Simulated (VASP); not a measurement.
The system is SnS2.

```
CELL_PARAMETERS angstrom
3.67431 0.00000 0.00000
-1.83715 3.18204 0.00000
0.00000 0.00000 6.22883
ATOMIC_POSITIONS crystal
Sn 0.00000 0.00000 0.00000
S 0.33333 0.66667 0.23465
S 0.66667 0.33333 0.76535
```

Base run:

```yaml
Program: VASP 6.6.1
Functional: PBE
Potentials_or_basis: VASP PAW PBE potentials, release 64 (Sn_d, S)
Cutoff: 500 eV
k_mesh: 6 × 6 × 4
Occupations: gaussian, width 0.1 eV
Spin: no spin polarisation
```

Its results: band gap on the k mesh 1.60 eV (least direct gap 1.89 eV); pressure 2.1 GPa; largest force 0.231 eV/Å.

Task: After a change of settings the same cell gave: band gap on the k mesh 1.44 eV (least direct gap 1.72 eV); pressure -2.2 GPa; largest force 0.069 eV/Å. Which change was it?
A. functional from PBE to RPBE; dispersion from none to D3(BJ)
B. functional from PBE to revPBE; k mesh from 6 × 6 × 4 to 2 × 2 × 1
C. functional from PBE to LDA; potentials or basis from VASP PAW PBE potentials, release 64 (Sn_d, S) to VASP PAW LDA potentials, release 64 (Sn_d, S)

Result: C.

Caveats: spin-orbit coupling is left out, which moves the levels of the heavy elements; this functional lacks dispersion, which binds layers or chains, so the pressure and a relaxed spacing across them are unreliable (at least some runs).
